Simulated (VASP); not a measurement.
# BaIrO3 in VASP: notebook, part 3 of 3

VASP 6.6.1.

## Step 6: Single point, LDA

The input, INCAR:

```
SYSTEM = BaIrO3
PREC = Accurate
ENCUT = 520
EDIFF = 1E-6
ISMEAR = -1
SIGMA = 0.1
LREAL = .FALSE.
LASPH = .TRUE.
NELM = 60
ALGO = Normal
ISIF = 2
LWAVE = .FALSE.
LCHARG = .FALSE.
NBANDS = 26
```

The input, KPOINTS:

```
regular mesh
0
G
  6 6 6
  0 0 0
```

The input, POSCAR:

```
BaIrO3
1.0
    4.1009000000      0.0000000000      0.0000000000
    0.0000000000      4.1009000000      0.0000000000
    0.0000000000      0.0000000000      4.1009000000
Ba Ir O
1 1 3
Direct
    0.5000000000      0.5000000000      0.5000000000
    0.0000000000      0.0000000000      0.0000000000
    0.5000000000      0.0000000000      0.0000000000
    0.0000000000      0.5048769782      0.0000000000
    0.0000000000      0.0000000000      0.5000000000
```

Potentials or basis: VASP PAW LDA potentials, release 64 (Ba_sv, Ir, O).

The run is started by

```bash
$ cat potpaw_LDA.64/Ba_sv/POTCAR potpaw_LDA.64/Ir/POTCAR potpaw_LDA.64/O/POTCAR > POTCAR
$ mpirun -np 1 vasp_std > vasp.out
```

OUTCAR:

```text
SYSTEM = BaIrO3
   PREC = Accurate
   ENCUT = 520
   EDIFF = 1E-6
   ISMEAR = -1
   LREAL = .FALSE.
   LASPH = .TRUE.
   NELM = 60
   ISIF = 2

 ion  position               nearest neighbor table
   1  0.500  0.500  0.500-   3 2.90   5 2.90   3 2.90   3 2.90   5 2.90   3 2.90   5 2.90   5 2.90
                             4 2.90   4 2.90   4 2.90   4 2.90   2 3.55   2 3.55   2 3.55   2 3.55
   2  0.000  0.000  0.000-   4 2.03   3 2.05   5 2.05   5 2.05   3 2.05   4 2.07   1 3.55   1 3.55
                             1 3.55   1 3.55   1 3.55   1 3.55   1 3.55   1 3.55
   3  0.500  0.000  0.000-   2 2.05   2 2.05   1 2.90   1 2.90   1 2.90   1 2.90
   4  0.000  0.505  0.000-   2 2.03   2 2.07   1 2.90   1 2.90   1 2.90   1 2.90
   5  0.000  0.000  0.500-   2 2.05   2 2.05   1 2.90   1 2.90   1 2.90   1 2.90

  LATTYP: Found a simple cubic cell.
 ALAT       =     4.1009000000

  Lattice vectors:

 A1 = (   4.1009000000,   0.0000000000,   0.0000000000)
 A2 = (   0.0000000000,   4.1009000000,   0.0000000000)
 A3 = (   0.0000000000,   0.0000000000,   4.1009000000)

Analysis of symmetry for initial positions (statically):
=====================================================================
 Subroutine PRICEL returns:
 Original cell was already a primitive cell.

 Routine SETGRP: Setting up the symmetry group for a
 simple cubic supercell.

 Subroutine GETGRP returns: Found  8 space group operations
 (whereof  8 operations were pure point group operations)
 out of a pool of 48 trial point group operations.

The static configuration has the point symmetry C_4v.

Analysis of symmetry for dynamics (positions and initial velocities):
=====================================================================
 Subroutine PRICEL returns:
 Original cell was already a primitive cell.

 Routine SETGRP: Setting up the symmetry group for a
 simple cubic supercell.

 Subroutine GETGRP returns: Found  8 space group operations
 (whereof  8 operations were pure point group operations)
 out of a pool of 48 trial point group operations.

The dynamic configuration has the point symmetry C_4v.

 Subroutine INISYM returns: Found  8 space group operations
 (whereof  8 operations are pure point group operations),
 and found     1 'primitive' translations

----------------------------------------------------------------------------------------

                                     Primitive cell

  volume of cell :      68.9664

  direct lattice vectors                    reciprocal lattice vectors
     4.100900000  0.000000000  0.000000000     0.243848911  0.000000000  0.000000000
     0.000000000  4.100900000  0.000000000     0.000000000  0.243848911  0.000000000
     0.000000000  0.000000000  4.100900000     0.000000000  0.000000000  0.243848911

  length of vectors
     4.100900000  4.100900000  4.100900000     0.243848911  0.243848911  0.243848911

  position of ions in fractional coordinates (direct lattice)
     0.500000000  0.500000000  0.500000000
     0.000000000  0.000000000  0.000000000
     0.500000000  0.000000000  0.000000000
     0.000000000  0.504876978  0.000000000
     0.000000000  0.000000000  0.500000000
[... 31 lines left out ...]
 ===========================================

 Found     40 irreducible k-points:

 Following reciprocal coordinates:
            Coordinates               Weight
  0.000000  0.000000  0.000000      1.000000
  0.166667  0.000000  0.000000      4.000000
  0.000000  0.166667  0.000000      2.000000
  0.333333  0.000000  0.000000      4.000000
  0.000000  0.333333  0.000000      2.000000
  0.500000  0.000000  0.000000      2.000000
[... 16 lines left out ...]
  0.166667  0.166667  0.166667      8.000000
  0.333333  0.166667  0.166667     16.000000
 [... further k-points ...]
   k-points           NKPTS =     40   k-points in BZ     NKDIM =     40   number of bands    NBANDS=     26
   number of dos      NEDOS =    301   number of ions     NIONS =      5
   total plane-waves  NPLWV =  27000
   dimension x,y,z NGX =    30 NGY =   30 NGZ =   30
   dimension x,y,z NGXF=    60 NGYF=   60 NGZF=   60
   ions per type =               1   1   3
   NGX,Y,Z   is equivalent  to a cutoff of  12.16, 12.16, 12.16 a.u.
   NGXF,Y,Z  is equivalent  to a cutoff of  24.32, 24.32, 24.32 a.u.
 SYSTEM =  BaIrO3
   PREC   = accura    normal or accurate (medium, high low for compatibility)
   ISTART =      0    job   : 0-new  1-cont  2-samecut
   ICHARG =      2    charge: 1-file 2-atom 10-const
   ISPIN  =      1    spin polarized calculation?
   LNONCOLLINEAR =      F non collinear calculations
   LSORBIT =      F    spin-orbit coupling
   LASPH  =      T    aspherical Exc in radial PAW
   ENCUT  =  520.0 eV  38.22 Ry    6.18 a.u.   7.62  7.62  7.62*2*pi/ulx,y,z
   NELM   =     60;   NELMIN=  2; NELMDL= -5     # of ELM steps
   EDIFF  = 0.1E-05   stopping-criterion for ELM
   LREAL  =      F    real-space projection
   EDIFFG = 0.1E-04   stopping-criterion for IOM
   NSW    =      0    number of steps for IOM
   IBRION =     -1    ionic relax: 0-MD 1-quasi-New 2-CG
   NFREE  =      0    steps in history (QN), initial steepest desc. (CG)
   ISIF   =      2    stress and relaxation
   ISYM   =      2    0-nonsym 1-usesym 2-fastsym
   POTIM  = 0.5000    time-step for ionic-motion
   TEBEG  =    0.0;   TEEND  =   0.0 temperature during run
   PSTRESS=    0.0 pullay stress
   NELECT =      37.0000    total number of electrons
   NUPDOWN=      -1.0000    fix difference up-down
   EMIN   =  10.00;   EMAX   =-10.00  energy-range for DOS
   EFERMI =   0.00;   METHOD = LEGACY
   ISMEAR =    -1;   SIGMA  =   0.10  broadening in eV -4-tet -1-fermi 0-gaus
   EFERMI_NEDOS =   21; number of points for ismear=-14 and -15
   IALGO  =     38    algorithm
   IMIX   =      4    mixing-type and parameters
     AMIX     =   0.40;   BMIX     =  1.00
     AMIX_MAG =   1.60;   BMIX_MAG =  1.00
  volume/ion in A,a.u.               =      13.79        93.08
  Fermi-wavevector in a.u.,A,eV,Ry     =   1.330239  2.513787 24.075983  1.769535
  Thomas-Fermi vector in A             =   2.459341
   LORBIT       =      0    0 simple, 1 ext, 2 COOP (PROOUT), +10 PAW based schemes
   GGA     = CA    functional components
   LHFCALC =     F    Hartree Fock is set to
   AEXX    =    0.0000 exact exchange contribution
   IVDW    =     0    specifies the selected vdW correction
   LEPSILON=     F    determine dielectric tensor
   LRPA    =     F    only Hartree local field effects (RPA)
 non-spin polarized calculation
  energy-cutoff  :      520.00
  volume of cell :       68.97
 maximum number of plane-waves:      1881
   NGX = 15   NGY = 15   NGZ = 15

 number of electron      36.9999986 magnetization

 Free energy of the ion-electron system (eV)
  ---------------------------------------------------
  ext. energy  EPLUGINS =         0.00000000
  ---------------------------------------------------
  free energy    TOTEN  =       -37.53730968 eV

  energy without entropy =      -37.37871431  energy(sigma->0) =      -37.45801199

 E-fermi :   4.4229     XC(G=0): -11.6549

 val. band max:        4.4017150556   @ k =   0.1667   0.5000   0.3333
 cond. band min:       4.4351241486   @ k =   0.5000   0.5000   0.1667
 fundamental gap:      0.0334090930
 Fermi energy:         4.4229443389

 k-point     1 :       0.0000    0.0000    0.0000
  band No.  band energies     occupation
      1     -21.8929      2.00000
      2     -14.2865      2.00000
      3     -13.5221      2.00000
      4     -13.5191      2.00000
      5      -7.0963      2.00000
      6      -7.0963      2.00000
[... 685 lines left out ...]
     25      11.4449      0.00000
     26      11.5014      0.00000

 [... further k-points ...]

------------------------ aborting loop because EDIFF is reached ----------------------------------------

  FORCE on cell =-STRESS in cart. coord.  units (eV):
  Direction    XX          YY          ZZ          XY          YZ          ZX
  --------------------------------------------------------------------------------------
  -------------------------------------------------------------------------------------
  Total       -5.5120155     -5.4847547     -5.5120155      0.0000000      0.0000000      0.0000000
  in kB     -128.0511475   -127.4178449   -128.0511475      0.0000000      0.0000000      0.0000000
  external PRESSURE =    -127.8400466 kB  Pullay stress =       0.0000000 kB

 VOLUME and BASIS-vectors are now :
 -----------------------------------------------------------------------------
  energy-cutoff  :      520.00
  volume of cell :       68.97
      direct lattice vectors                 reciprocal lattice vectors
     4.100900000  0.000000000  0.000000000     0.243848911  0.000000000  0.000000000
     0.000000000  4.100900000  0.000000000     0.000000000  0.243848911  0.000000000
     0.000000000  0.000000000  4.100900000     0.000000000  0.000000000  0.243848911

 POSITION                                       TOTAL-FORCE (eV/Angst)
 -----------------------------------------------------------------------------------
      2.05045      2.05045      2.05045         0.000000      0.005804      0.000000
      0.00000      0.00000      0.00000         0.000000      0.165079      0.000000
      2.05045      0.00000      0.00000         0.000000      0.032679      0.000000
      0.00000      2.07045      0.00000         0.000000     -0.236241     -0.000000
      0.00000      0.00000      2.05045         0.000000      0.032679      0.000000
 -----------------------------------------------------------------------------------
    total drift:                                0.000000      0.000122      0.000001

  FREE ENERGIE OF THE ION-ELECTRON SYSTEM (eV)
  ---------------------------------------------------
  free  energy   TOTEN  =       -37.5373096777 eV

  energy  without entropy=      -37.3787143070  energy(sigma->0) =      -37.45801199
```

OSZICAR:

```text
N       E                     dE             d eps       ncg     rms          rms(c)
DAV:   1     0.300798045916E+03    0.30080E+03   -0.18169E+04  2088   0.135E+03
DAV:   2    -0.208670747809E+02   -0.32167E+03   -0.30806E+03  2444   0.335E+02
DAV:   3    -0.441503429819E+02   -0.23283E+02   -0.22818E+02  2804   0.989E+01
DAV:   4    -0.449529279558E+02   -0.80258E+00   -0.79965E+00  2892   0.160E+01
DAV:   5    -0.449703090554E+02   -0.17381E-01   -0.17367E-01  2726   0.209E+00    0.311E+01
DAV:   6    -0.387265093530E+02    0.62438E+01   -0.35211E+01  3008   0.495E+01    0.213E+01
DAV:   7    -0.377305281445E+02    0.99598E+00   -0.59161E+00  3038   0.259E+01    0.983E+00
DAV:   8    -0.375676425833E+02    0.16289E+00   -0.74832E-01  3242   0.957E+00    0.339E+00
DAV:   9    -0.375436680871E+02    0.23974E-01   -0.40994E-02  2902   0.218E+00    0.106E+00
DAV:  10    -0.375376211158E+02    0.60470E-02   -0.12032E-02  3102   0.119E+00    0.136E-01
DAV:  11    -0.375373546227E+02    0.26649E-03   -0.12125E-03  3076   0.265E-01    0.806E-02
DAV:  12    -0.375373085562E+02    0.46066E-04   -0.19406E-04  2812   0.115E-01    0.624E-02
DAV:  13    -0.375373097647E+02   -0.12085E-05   -0.21117E-05  2392   0.306E-02    0.671E-03
DAV:  14    -0.375373096777E+02    0.87015E-07   -0.15797E-06  1710   0.114E-02
   1 F= -.37537310E+02 E0= -.37458012E+02  d E =-.158595E+00
```

stdout:

```text
POSCAR found type information on POSCAR BaIrO
 POSCAR found :  3 types and       5 ions
 scaLAPACK will be used
 LDA part: xc-table for (Slater(with rela. corr.)+CA(PZ))
 , standard interpolation
 POSCAR, INCAR and KPOINTS ok, starting setup
 FFT: planning ... GRIDC
 FFT: planning ... GRID_SOFT
 FFT: planning ... GRID
 WAVECAR not read
 entering main loop
```

Wall time 47 s (1 thread of Intel Xeon Platinum 8488C (Sapphire Rapids), shared host); peak memory 0.2 GiB.

Results:

```yaml
Free_energy: -37.5373 eV
Pressure: -12.8 GPa
Largest_force: 0.236 eV/Å
Band_gap_on_the_k_mesh: zero (an odd number of electrons rules out a gap without spin polarisation)
```

Forces in eV/Å, atoms in the order of the input:
```
Ba   0.000  0.006  0.000
Ir   0.000  0.165  0.000
O    0.000  0.033  0.000
O    0.000 -0.236  0.000
O    0.000  0.033  0.000
```

Levels at points of the mesh, in eV from the Fermi level:
```csv
k point,band 16,band 17,band 18,band 19,band 20,band 21,band 22,band 23
"(0.00, 0.00, 0.00)",-2.74,-2.18,-2.17,-2.17,-0.59,-0.58,3.32,3.32
"(0.50, 0.00, 0.00)",-2.77,-2.73,-0.58,-0.08,-0.08,1.84,5.15,5.56
"(0.00, 0.50, 0.00)",-2.77,-2.77,-0.58,-0.08,-0.08,1.84,5.15,5.56
"(0.50, 0.50, 0.00)",-1.83,-0.18,-0.18,0.22,0.45,5.10,5.75,6.23
"(0.50, 0.00, 0.50)",-1.83,-0.18,-0.18,0.22,0.45,5.10,5.75,6.23
"(0.50, 0.50, 0.50)",-1.75,0.65,0.65,0.65,4.64,4.64,4.64,5.10
```

Caveat: the cell stands under tension; spin-orbit coupling is left out, which moves the levels of the heavy elements; an odd number of electrons without spin polarisation forces a metal; a magnetic or distorted state may lie lower.

## Step 7: Overview

```tsv
cell	gap on the mesh (eV)	pressure (GPa)	largest force (eV/Å)
as given, atomic positions A	none	-12.8	-
as given, atomic positions B	none	-12.8	0.24
as given, atomic positions C	none	-12.8	0.12
```

Alike in all rows: task single point; level LDA; potentials or basis VASP PAW LDA potentials, release 64 (Ba_sv, Ir, O); no spin polarisation; k mesh 6 × 6 × 6; cutoff (eV) 520; smearing fermi-dirac 0.1 eV.

Caveats: the cell stands under tension; spin-orbit coupling is left out, which moves the levels of the heavy elements; an odd number of electrons without spin polarisation forces a metal; a magnetic or distorted state may lie lower.

Absolute energies hang on the potentials; compare differences alone.

The gap in the log of VASP goes by the Fermi energy; the results here count the filled bands.